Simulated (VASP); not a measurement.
# CaS (Oldhamite) (Fm-3m) in VASP: further runs

CaS (Oldhamite) is run at these levels: r2SCAN; tasks: single point.

All numbers are computed with VASP 6.6.1; they aren't measurements. Logs are shortened: lines on timing, memory, paths and dates and some standing lists are left out, and cuts for length are marked.

### 1 The cell of the first run

It takes space group Fm-3m (No. 225, cubic). Conventional cell: a = 5.696 Å, b = 5.696 Å, c = 5.696 Å, α = 90.00°, β = 90.00°, γ = 90.00°. Within 3.8 Å of Ca (site symmetry m-3m) lie 6 S at 2.85 Å. S (site symmetry m-3m) has 6 Ca at 2.85 Å within 3.8 Å.

### 2 Single point, r2SCAN

Contents of POSCAR:

```
CaS
1.0
    0.0000000000      2.8479357442      2.8479357442
    2.8479357442      0.0000000000      2.8479357442
    2.8479357442      2.8479357442      0.0000000000
Ca S
1 1
Direct
    0.0000000000      0.0000000000      0.0000000000
    0.5000000000      0.5000000000      0.5000000000
```

Contents of INCAR.step1:

```
SYSTEM = CaS
ALGO = Normal
EDIFF = 1E-5
ENCUT = 550
GGA = PE
GGA_COMPAT = .False.
ISMEAR = 0
LASPH = .True.
LCHARG = .False.
LREAL = .False.
LWAVE = .True.
NBANDS = 15
NELM = 120
PREC = Accurate
SIGMA = 0.01
```

Contents of INCAR.step2:

```
SYSTEM = CaS
ALGO = Normal
EDIFF = 1E-6
ENCUT = 550
GGA_COMPAT = .False.
ISIF = 2
ISMEAR = 0
ISTART = 1
LASPH = .True.
LCHARG = .False.
LMIXTAU = .True.
LREAL = .False.
LWAVE = .False.
METAGGA = R2SCAN
NBANDS = 15
NELM = 120
PREC = Accurate
SIGMA = 0.01
```

Contents of KPOINTS:

```
k-points
0
Gamma
  6 6 6
  0 0 0
```

Potentials or basis: VASP PAW PBE potentials, release 64 (Ca_sv, S).

Launch:

```sh
> cat potpaw_PBE.64/Ca_sv/POTCAR potpaw_PBE.64/S/POTCAR > POTCAR
> cp INCAR.step1 INCAR
> mpirun -np 1 vasp_std > vasp.out
> cp INCAR.step2 INCAR
> mpirun -np 1 vasp_std > vasp.out
```

OUTCAR:

```text
SYSTEM = CaS
   EDIFF = 1E-6
   ENCUT = 550
   ISIF = 2
   ISMEAR = 0
   ISTART = 1
   LASPH = .True.
   LREAL = .False.
   METAGGA = R2SCAN
   NELM = 120
   PREC = Accurate

 ion  position               nearest neighbor table
   1  0.000  0.000  0.000-   2 2.85   2 2.85   2 2.85   2 2.85   2 2.85   2 2.85
   2  0.500  0.500  0.500-   1 2.85   1 2.85   1 2.85   1 2.85   1 2.85   1 2.85

  LATTYP: Found a face centered cubic cell.
 ALAT       =     5.6958714884

  Lattice vectors:

 A1 = (   0.0000000000,   2.8479357442,   2.8479357442)
 A2 = (   2.8479357442,   0.0000000000,   2.8479357442)
 A3 = (   2.8479357442,   2.8479357442,   0.0000000000)

Analysis of symmetry for initial positions (statically):
=====================================================================
 Subroutine PRICEL returns:
 Original cell was already a primitive cell.

 Routine SETGRP: Setting up the symmetry group for a
 face centered cubic supercell.

 Subroutine GETGRP returns: Found 48 space group operations
 (whereof 48 operations were pure point group operations)
 out of a pool of 48 trial point group operations.

The static configuration has the point symmetry O_h .

Analysis of symmetry for dynamics (positions and initial velocities):
=====================================================================
 Subroutine PRICEL returns:
 Original cell was already a primitive cell.

 Routine SETGRP: Setting up the symmetry group for a
 face centered cubic supercell.

 Subroutine GETGRP returns: Found 48 space group operations
 (whereof 48 operations were pure point group operations)
 out of a pool of 48 trial point group operations.

The dynamic configuration has the point symmetry O_h .

 Subroutine INISYM returns: Found 48 space group operations
 (whereof 48 operations are pure point group operations),
 and found     1 'primitive' translations

----------------------------------------------------------------------------------------

                                     Primitive cell

  volume of cell :      46.1977

  direct lattice vectors                    reciprocal lattice vectors
     0.000000000  2.847935744  2.847935744    -0.175565759  0.175565759  0.175565759
     2.847935744  0.000000000  2.847935744     0.175565759 -0.175565759  0.175565759
     2.847935744  2.847935744  0.000000000     0.175565759  0.175565759 -0.175565759

  length of vectors
     4.027589354  4.027589354  4.027589354     0.304088814  0.304088814  0.304088814

  position of ions in fractional coordinates (direct lattice)
     0.000000000  0.000000000  0.000000000
     0.500000000  0.500000000  0.500000000

  ion indices of the primitive-cell ions
   primitive index   ion index
                 1           1
                 2           2

----------------------------------------------------------------------------------------

 KPOINTS: k-points

Automatic generation of k-mesh.
 Grid dimensions read from file:
 generate k-points for:    6    6    6

 Generating k-lattice:

  Cartesian coordinates                     Fractional coordinates (reciprocal lattice)
    -0.029260960  0.029260960  0.029260960     0.166666667  0.000000000  0.000000000
     0.029260960 -0.029260960  0.029260960     0.000000000  0.166666667  0.000000000
     0.029260960  0.029260960 -0.029260960     0.000000000  0.000000000  0.166666667

  Length of vectors
     0.050681469  0.050681469  0.050681469

  Shift w.r.t. Gamma in fractional coordinates (k-lattice)
     0.000000000  0.000000000  0.000000000

 Subroutine IBZKPT returns following result:
 ===========================================

 Found     16 irreducible k-points:

 Following reciprocal coordinates:
            Coordinates               Weight
  0.000000  0.000000  0.000000      1.000000
  0.166667  0.000000  0.000000      8.000000
  0.333333  0.000000  0.000000      8.000000
  0.500000  0.000000  0.000000      4.000000
  0.166667  0.166667  0.000000      6.000000
  0.333333  0.166667  0.000000     24.000000
[... 8 lines left out ...]
 -0.333333  0.333333  0.166667     24.000000
 -0.333333  0.500000  0.166667     12.000000
   k-points           NKPTS =     16   k-points in BZ     NKDIM =     16   number of bands    NBANDS=     15
   number of dos      NEDOS =    301   number of ions     NIONS =      2
   total plane-waves  NPLWV =  32768
   dimension x,y,z NGX =    32 NGY =   32 NGZ =   32
   dimension x,y,z NGXF=    64 NGYF=   64 NGZF=   64
   ions per type =               1   1
   NGX,Y,Z   is equivalent  to a cutoff of  13.21, 13.21, 13.21 a.u.
   NGXF,Y,Z  is equivalent  to a cutoff of  26.42, 26.42, 26.42 a.u.
 SYSTEM =  CaS
   PREC   = accura    normal or accurate (medium, high low for compatibility)
   ISTART =      1    job   : 0-new  1-cont  2-samecut
   ICHARG =      0    charge: 1-file 2-atom 10-const
   ISPIN  =      1    spin polarized calculation?
   LNONCOLLINEAR =      F non collinear calculations
   LSORBIT =      F    spin-orbit coupling
   LASPH  =      T    aspherical Exc in radial PAW
   ENCUT  =  550.0 eV  40.42 Ry    6.36 a.u.   7.70  7.70  7.70*2*pi/ulx,y,z
   NELM   =    120;   NELMIN=  2; NELMDL=  0     # of ELM steps
   EDIFF  = 0.1E-05   stopping-criterion for ELM
   LREAL  =      F    real-space projection
   EDIFFG = 0.1E-04   stopping-criterion for IOM
   NSW    =      0    number of steps for IOM
   IBRION =     -1    ionic relax: 0-MD 1-quasi-New 2-CG
   NFREE  =      0    steps in history (QN), initial steepest desc. (CG)
   ISIF   =      2    stress and relaxation
   ISYM   =      2    0-nonsym 1-usesym 2-fastsym
   POTIM  = 0.5000    time-step for ionic-motion
   TEBEG  =    0.0;   TEEND  =   0.0 temperature during run
   PSTRESS=    0.0 pullay stress
   NELECT =      16.0000    total number of electrons
   NUPDOWN=      -1.0000    fix difference up-down
   EMIN   =  10.00;   EMAX   =-10.00  energy-range for DOS
   EFERMI =   0.00;   METHOD = LEGACY
   ISMEAR =     0;   SIGMA  =   0.01  broadening in eV -4-tet -1-fermi 0-gaus
   EFERMI_NEDOS =   21; number of points for ismear=-14 and -15
   IALGO  =     38    algorithm
   IMIX   =      4    mixing-type and parameters
     AMIX     =   0.40;   BMIX     =  1.00
     AMIX_MAG =   1.60;   BMIX_MAG =  1.00
  volume/ion in A,a.u.               =      23.10       155.88
  Fermi-wavevector in a.u.,A,eV,Ry     =   1.149674  2.172568 17.983499  1.321750
  Thomas-Fermi vector in A             =   2.286342
   LORBIT       =      0    0 simple, 1 ext, 2 COOP (PROOUT), +10 PAW based schemes
   METAGGA = R2SCAN    functional components
   LHFCALC =     F    Hartree Fock is set to
   AEXX    =    0.0000 exact exchange contribution
   IVDW    =     0    specifies the selected vdW correction
   LEPSILON=     F    determine dielectric tensor
   LRPA    =     F    only Hartree local field effects (RPA)
 non-spin polarized calculation
 Gauss-broadening in eV      SIGMA  =   0.01
  energy-cutoff  :      550.00
  volume of cell :       46.20
 maximum number of plane-waves:      1363
   NGX = 15   NGY = 15   NGZ = 15

 number of electron      16.0000000 magnetization

 Free energy of the ion-electron system (eV)
  ---------------------------------------------------
  ext. energy  EPLUGINS =         0.00000000
  ---------------------------------------------------
  free energy    TOTEN  =       -19.94177295 eV

  energy without entropy =      -19.94177295  energy(sigma->0) =      -19.94177295

 E-fermi :   2.5588     XC(G=0):  -9.7803

 val. band max:        2.4849269357   @ k =   0.0000   0.0000   0.0000
 cond. band min:       5.2888739043   @ k =   0.5000   0.5000   0.0000
 fundamental gap:      2.8039469687
 Fermi energy:         2.5588128859

 k-point     1 :       0.0000    0.0000    0.0000
  band No.  band energies     occupation
      1     -38.2366      2.00000
      2     -18.3366      2.00000
      3     -18.3366      2.00000
      4     -18.3366      2.00000
      5      -9.3081      2.00000
      6       2.4849      2.00000
      7       2.4849      2.00000
      8       2.4849      2.00000
      9       7.1573      0.00000
     10       7.1573      0.00000
     11       7.1573      0.00000
     12       7.4066      0.00000
     13       7.7942      0.00000
     14       7.7942      0.00000
     15      14.0773      0.00000

 k-point     2 :       0.1667    0.0000    0.0000
  band No.  band energies     occupation
      1     -38.2338      2.00000
      2     -18.3804      2.00000
      3     -18.3397      2.00000
      4     -18.3397      2.00000
      5      -9.1173      2.00000
      6       1.4665      2.00000
      7       2.1235      2.00000
      8       2.1235      2.00000
      9       7.2023      0.00000
     10       7.5633      0.00000
     11       7.5633      0.00000
     12       8.5084      0.00000
     13       8.5084      0.00000
     14       8.5908      0.00000
     15      14.0461      0.00000

 k-point     3 :       0.3333    0.0000    0.0000
  band No.  band energies     occupation
      1     -38.2282      2.00000
      2     -18.4656      2.00000
      3     -18.3459      2.00000
      4     -18.3459      2.00000
      5      -8.7041      2.00000
      6       0.0009      2.00000
      7       1.5605      2.00000
      8       1.5605      2.00000
      9       7.5765      0.00000
     10       8.5383      0.00000
     11       8.5383      0.00000
     12       9.8457      0.00000
     13      10.0738      0.00000
     14      10.0738      0.00000
     15      13.5296      0.00000
[... 199 lines left out ...]
 k-point    15 :      -0.3333    0.3333    0.1667
  band No.  band energies     occupation
      1     -38.2227      2.00000
      2     -18.4544      2.00000
      3     -18.4035      2.00000
      4     -18.3730      2.00000
      5      -8.5309      2.00000
      6       0.1529      2.00000
      7       0.8288      2.00000
      8       1.2353      2.00000
      9       7.9254      0.00000
     10       8.0574      0.00000
     11       9.6108      0.00000
     12       9.7504      0.00000
     13       9.7725      0.00000
     14      11.8363      0.00000
     15      12.6074      0.00000

 k-point    16 :      -0.3333    0.5000    0.1667
  band No.  band energies     occupation
      1     -38.2218      2.00000
      2     -18.4398      2.00000
      3     -18.4033      2.00000
      4     -18.3934      2.00000
      5      -8.5796      2.00000
      6       0.4005      2.00000
      7       1.0718      2.00000
      8       1.0978      2.00000
      9       6.6353      0.00000
     10       8.9806      0.00000
     11       9.0218      0.00000
     12       9.6653      0.00000
     13       9.9018      0.00000
     14      11.0891      0.00000
     15      13.2202      0.00000

------------------------ aborting loop because EDIFF is reached ----------------------------------------

  FORCE on cell =-STRESS in cart. coord.  units (eV):
  Direction    XX          YY          ZZ          XY          YZ          ZX
  --------------------------------------------------------------------------------------
  -------------------------------------------------------------------------------------
  Total        0.0877579      0.0877579      0.0877579     -0.0000000     -0.0000000      0.0000000
  in kB        3.0435195      3.0435195      3.0435195     -0.0000000     -0.0000000      0.0000000
  external PRESSURE =       3.0435195 kB  Pullay stress =       0.0000000 kB

 VOLUME and BASIS-vectors are now :
 -----------------------------------------------------------------------------
  energy-cutoff  :      550.00
  volume of cell :       46.20
      direct lattice vectors                 reciprocal lattice vectors
     0.000000000  2.847935744  2.847935744    -0.175565759  0.175565759  0.175565759
     2.847935744  0.000000000  2.847935744     0.175565759 -0.175565759  0.175565759
     2.847935744  2.847935744  0.000000000     0.175565759  0.175565759 -0.175565759

 POSITION                                       TOTAL-FORCE (eV/Angst)
 -----------------------------------------------------------------------------------
      0.00000      0.00000      0.00000         0.000000     -0.000000      0.000000
      2.84794      2.84794      2.84794        -0.000000      0.000000     -0.000000
 -----------------------------------------------------------------------------------
    total drift:                                0.000000     -0.000000     -0.000000

  FREE ENERGIE OF THE ION-ELECTRON SYSTEM (eV)
  ---------------------------------------------------
  free  energy   TOTEN  =       -19.9417729506 eV

  energy  without entropy=      -19.9417729506  energy(sigma->0) =      -19.94177295
```

Wall time 71 s (1 thread of Intel Xeon 6975P-C, shared host); peak memory 0.19 GiB.

Results:

```yaml
Free_energy: -19.9418 eV
Pressure: 0.3 GPa
Band_gap_on_the_k_mesh: 2.80 eV, indirect (least direct gap 3.63 eV)
```

Caveat: the PAW data sets were made with another functional, which shifts forces and pressure a little.

[end of part 1 of 2]
